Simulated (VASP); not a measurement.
A run of VASP 6.6.1:

Contents of INCAR:

```
PREC = Accurate
ENCUT = 520
EDIFF = 1E-6
ISMEAR = 0
SIGMA = 0.01
LREAL = False
LASPH = True
NELM = 100
ALGO = Normal
ISIF = 2
LWAVE = False
LCHARG = False
GGA = CA
NBANDS = 16
```

File KPOINTS:

```
regular mesh
0
Gamma
  8 8 8
```

POSCAR

```
ZnS
1.0
    2.6219840213      2.6219840213      0.0000000000
   -2.6219840213      2.6219840213      0.0000000000
    0.0000000000      2.6219840213      2.6803039063
Zn S
1 1
Direct
    0.7500000000      0.2500000000      0.5000000000
    0.0000000000      0.0000000000      0.0000000000
```

Potentials or basis: VASP PAW LDA potentials, release 64 (Zn, S).

Run with:

```console
$ cat potpaw_LDA.64/Zn/POTCAR potpaw_LDA.64/S/POTCAR > POTCAR
$ mpirun -np 1 vasp_std > vasp.out
```

Hardware: 1 thread of Intel(R) Xeon(R) Platinum 8175M CPU @ 2.50GHz (Skylake/Cascade Lake) (shared host).

Estimate the wall time of this run.

Run time: 38 s on 1 thread of Intel(R) Xeon(R) Platinum 8175M CPU @ 2.50GHz (Skylake/Cascade Lake) (shared host), peak memory 0.16 GiB. Counts: scf iterations 12, k points 59.
